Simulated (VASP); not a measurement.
# H2C9O in VASP: single point with PBE+D3(BJ)

Aim: the single point of H2C9O with PBE+D3(BJ).

Program: VASP 6.6.1. These are calculated values, not measurements. Logs are shortened: lines on timing, memory, paths and dates and some standing lists are left out, and cuts for length are marked.

### 1 The cell of the first run

The cell holds a slab with vacuum, 24 atoms: a = 7.395 Å, b = 7.395 Å, c = 18.608 Å, α = 90.00°, β = 90.00°, γ = 120.00°.

### 2 Single point, PBE+D3(BJ)

INCAR reads:

```
ALGO = Normal ; DIPOL = 0.5 0.5 0.473
EDIFF = 1E-6 ; ENCUT = 520
GGA = PE ; IDIPOL = 3
ISIF = 2 ; ISMEAR = 0
IVDW = 12 ; LASPH = True
LCHARG = False ; LDIPOL = True
LREAL = Auto ; LWAVE = False
NBANDS = 62 ; NELM = 80
PREC = Accurate ; SIGMA = 0.05
```

KPOINTS reads:

```
k-points
0
Gamma
  3 3 1
```

POSCAR reads:

```
H2C9O
1.0
    7.3951485247      0.0000000000      0.0000000000
   -3.6975742623      6.4043864871      0.0000000000
    0.0000000000      0.0000000000     18.6078100066
C O H
18 2 4
Direct
    0.5555555556      0.4444444444      0.4299270037
    0.5549167911      0.7778136587      0.4298691249
    0.5557954240      0.1117668578      0.4300995552
    0.8881956425      0.4446345506      0.4300478945
    0.8888417380      0.7782980790      0.4298321275
    0.8886546834      0.1108787390      0.4297925193
    0.2225835688      0.4453231299      0.4299664070
    0.2222153311      0.7775805859      0.4301438987
    0.2216682700      0.1112910527      0.4300353649
    0.4450079777      0.2230297962      0.4300724827
    0.4440617492      0.5560102597      0.4298982383
    0.4442815610      0.8885945147      0.4300474750
    0.7772432762      0.2226168442      0.4300239399
    0.7774430817      0.5553310644      0.4299353080
    0.7779243249      0.8893658288      0.4297310965
    0.1107854508      0.2221476940      0.4298311584
    0.1113687857      0.5561675314      0.4300996983
    0.1104361231      0.8890098540      0.4300255632
    0.0629224066      0.0495998791      0.6040598357
    0.6564724774      0.6832634275      0.5997461118
    0.1352685470      0.0573859303      0.5594507465
    0.0682387412      0.1832888377      0.6065115492
    0.7936961413      0.8110746336      0.6023786399
    0.6494516917      0.6091048419      0.6435346113
```

Potentials or basis: VASP PAW PBE potentials, release 64 (C, O, H).

Run with:

```
> cat potpaw_PBE.64/C/POTCAR potpaw_PBE.64/O/POTCAR potpaw_PBE.64/H/POTCAR > POTCAR
> mpirun -np 1 vasp_std > vasp.out
```

OUTCAR:

```text
EDIFF = 1E-6
   ENCUT = 520
   GGA = PE
   ISIF = 2
   ISMEAR = 0
   IVDW = 12
   LASPH = True
   LREAL = Auto
   NELM = 80
   PREC = Accurate
 IVDW          = 12

 ion  position               nearest neighbor table
   1  0.556  0.444  0.430-  10 1.42  14 1.42  11 1.43
   2  0.555  0.778  0.430-  12 1.42  11 1.42  15 1.43
   3  0.556  0.112  0.430-  13 1.42  10 1.42  12 1.43
   4  0.888  0.445  0.430-  14 1.42  13 1.42  17 1.43
   5  0.889  0.778  0.430-  18 1.42  15 1.42  14 1.43
   6  0.889  0.111  0.430-  15 1.42  16 1.42  13 1.43
[... 10 lines left out ...]
  17  0.111  0.556  0.430-   8 1.42   7 1.42   4 1.43
  18  0.110  0.889  0.430-   5 1.42   9 1.42   8 1.43
  19  0.063  0.050  0.604-  22 0.97  21 0.97
  20  0.656  0.683  0.600-  24 0.97  23 0.98
  21  0.135  0.057  0.559-  19 0.97
  22  0.068  0.183  0.607-  19 0.97
  23  0.794  0.811  0.602-  20 0.98
  24  0.649  0.609  0.644-  20 0.97

  LATTYP: Found a hexagonal cell.
 ALAT       =     7.3951485247
 C/A-ratio  =     2.5162185647

  Lattice vectors:

 A1 = (   7.3951485247,   0.0000000000,   0.0000000000)
 A2 = (  -3.6975742623,   6.4043864871,   0.0000000000)
 A3 = (   0.0000000000,   0.0000000000,  18.6078100066)

Analysis of symmetry for initial positions (statically):
=====================================================================
 Subroutine PRICEL returns:
 Original cell was already a primitive cell.

 Routine SETGRP: Setting up the symmetry group for a
 hexagonal supercell.

 Subroutine GETGRP returns: Found  1 space group operations
 (whereof  1 operations were pure point group operations)
 out of a pool of 24 trial point group operations.

The static configuration has the point symmetry C_1 .

Analysis of symmetry for dynamics (positions and initial velocities):
=====================================================================
 Subroutine PRICEL returns:
 Original cell was already a primitive cell.

 Routine SETGRP: Setting up the symmetry group for a
 hexagonal supercell.

 Subroutine GETGRP returns: Found  1 space group operations
 (whereof  1 operations were pure point group operations)
 out of a pool of 24 trial point group operations.

The dynamic configuration has the point symmetry C_1 .

 Subroutine INISYM returns: Found  1 space group operations
 (whereof  1 operations are pure point group operations),
 and found     1 'primitive' translations

----------------------------------------------------------------------------------------

[... 129 lines left out ...]
   EMIN   =  10.00;   EMAX   =-10.00  energy-range for DOS
   EFERMI =   0.00;   METHOD = LEGACY
   ISMEAR =     0;   SIGMA  =   0.05  broadening in eV -4-tet -1-fermi 0-gaus
   EFERMI_NEDOS =   21; number of points for ismear=-14 and -15
   IALGO  =     38    algorithm
   IMIX   =      4    mixing-type and parameters
     AMIX     =   0.40;   BMIX     =  1.00
     AMIX_MAG =   1.60;   BMIX_MAG =  1.00
  volume/ion in A,a.u.               =      36.72       247.80
  Fermi-wavevector in a.u.,A,eV,Ry     =   0.759502  1.435251  7.848438  0.576844
  Thomas-Fermi vector in A             =   1.858311
   LORBIT       =      0    0 simple, 1 ext, 2 COOP (PROOUT), +10 PAW based schemes
   GGA     = PE    functional components
   LHFCALC =     F    Hartree Fock is set to
   AEXX    =    0.0000 exact exchange contribution
   IVDW    =    12    specifies the selected vdW correction
   LEPSILON=     F    determine dielectric tensor
   LRPA    =     F    only Hartree local field effects (RPA)
 non-spin polarized calculation
 Gauss-broadening in eV      SIGMA  =   0.05
  energy-cutoff  :      520.00
  volume of cell :      881.29
 maximum number of plane-waves:     23758
   NGX = 27   NGY = 27   NGZ = 69

 dipolmoment           0.000000      0.000000     -0.006272 electrons x Angstroem

 number of electron      88.0000000 magnetization

 dipolmoment           0.000000      0.000000      0.006078 electrons x Angstroem

 Free energy of the ion-electron system (eV)
  ---------------------------------------------------
  ext. energy  EPLUGINS =         0.00000000
  ---------------------------------------------------
  free energy    TOTEN  =      -194.71100524 eV

  energy without entropy =     -194.70496605  energy(sigma->0) =     -194.70798564

 E-fermi :  -2.4482     XC(G=0):  -2.8993

 val. band max:       -2.4851431996   @ k =   0.0000   0.0000   0.0000
 cond. band min:      -2.4101597046   @ k =   0.0000   0.0000   0.0000
 fundamental gap:      0.0749834950
 Fermi energy:        -2.4482161457

 k-point     1 :       0.0000    0.0000    0.0000
  band No.  band energies     occupation
      1     -23.9617      2.00000
      2     -22.7434      2.00000
      3     -21.9755      2.00000
      4     -19.4423      2.00000
      5     -19.4103      2.00000
      6     -19.3908      2.00000
[... 284 lines left out ...]
     55       2.4316      0.00000
     56       2.6177      0.00000
 [bands above 56 left out]

------------------------ aborting loop because EDIFF is reached ----------------------------------------

 vacuum level on the upper side and lower side of the slab       (xc-potential included)        -0.058        -0.020

 Edisp (eV)   -1.83998

 E8    (eV) :    -0.5542

  FORCE on cell =-STRESS in cart. coord.  units (eV):
  Direction    XX          YY          ZZ          XY          YZ          ZX
  --------------------------------------------------------------------------------------
  -------------------------------------------------------------------------------------
  Total       1.05948     0.89615    -0.12497    -0.10995    -0.03934    -0.07121
  in kB       1.92613     1.62918    -0.22720    -0.19988    -0.07152    -0.12946
  external pressure =        1.11 kB  Pullay stress =        0.00 kB

 VOLUME and BASIS-vectors are now :
 -----------------------------------------------------------------------------
  energy-cutoff  :      520.00
  volume of cell :      881.29
      direct lattice vectors                 reciprocal lattice vectors
     7.395148525  0.000000000  0.000000000     0.135223788  0.078071491  0.000000000
    -3.697574262  6.404386487  0.000000000     0.000000000  0.156142981  0.000000000
     0.000000000  0.000000000 18.607810007     0.000000000  0.000000000  0.053740875

 POSITION                                       TOTAL-FORCE (eV/Angst)
 -----------------------------------------------------------------------------------
      2.46505      2.84639      8.00000         0.002507      0.003083      0.003876
      1.22767      4.98142      7.99892        -0.003293     -0.001151      0.001181
      3.69692      0.71580      8.00321        -0.005961     -0.000193      0.000470
      4.92427      2.84761      8.00225        -0.006580     -0.006563      0.000395
      3.69530      4.98452      7.99823         0.002511      0.007109     -0.000865
      6.16175      0.71011      7.99750         0.002038      0.005061     -0.001692
[... 16 lines left out ...]
      2.87049      5.19444     11.20895         0.045231      0.101213     -0.031825
      2.55058      3.90094     11.97477        -0.001304     -0.081157      0.073159
 -----------------------------------------------------------------------------------
    total drift:                                0.015600     -0.009730      0.082347

  FREE ENERGIE OF THE ION-ELECTRON SYSTEM (eV)
  ---------------------------------------------------
  free  energy   TOTEN  =      -196.5509882757 eV

  energy  without entropy=     -196.5449490895  energy(sigma->0) =     -196.54796868

 vacuum level on the upper side and lower side of the slab         1.810         1.794
```

OSZICAR:

```text
N       E                     dE             d eps       ncg     rms          rms(c)
DAV:   1     0.784621714171E+03    0.78462E+03   -0.33652E+04   668   0.108E+03
DAV:   2    -0.637251764716E+02   -0.84835E+03   -0.81712E+03   928   0.263E+02
DAV:   3    -0.205215217838E+03   -0.14149E+03   -0.14097E+03   738   0.114E+02
[... 17 lines left out ...]
DAV:  21    -0.194710986598E+03   -0.24813E-04   -0.83107E-07   518   0.267E-03    0.612E-04
DAV:  22    -0.194710998564E+03   -0.11966E-04   -0.25460E-07   446   0.149E-03    0.452E-04
DAV:  23    -0.194711003245E+03   -0.46804E-05   -0.82684E-08   472   0.775E-04    0.260E-04
DAV:  24    -0.194711004740E+03   -0.14950E-05   -0.27770E-08   446   0.456E-04    0.104E-04
DAV:  25    -0.194711005236E+03   -0.49617E-06   -0.57054E-09   478   0.234E-04
   1 F= -.19655099E+03 E0= -.19654797E+03  d E =-.603919E-02
```

Run time: 18 min. Hardware: 1 thread of Intel Xeon 8259CL, shared host; peak memory 0.9 GiB.

Results:

```yaml
Free_energy: -196.5510 eV
Largest_force: 0.122 eV/Å
Band_gap_on_the_k_mesh: 0.07 eV
Dispersion_energy_per_atom: -0.077 eV
```

Forces in eV/Å, atoms in the order of the input:
```
C    0.003  0.003  0.004
C   -0.003 -0.001  0.001
C   -0.006  0.000  0.000
C   -0.007 -0.007  0.000
C    0.003  0.007 -0.001
C    0.002  0.005 -0.002
C   -0.003 -0.002  0.003
C    0.010  0.000  0.005
C    0.000 -0.007  0.004
C    0.008  0.001  0.001
C   -0.002  0.000 -0.002
C   -0.004  0.000  0.001
C    0.004  0.005  0.004
C    0.000 -0.010  0.001
C    0.001 -0.006 -0.002
C    0.001  0.002  0.000
C    0.004  0.000  0.001
C   -0.008  0.011  0.002
O   -0.012 -0.054  0.037
O   -0.041 -0.017 -0.050
H    0.075 -0.035 -0.090
H   -0.068  0.085  0.042
H    0.045  0.101 -0.032
H   -0.001 -0.081  0.073
```
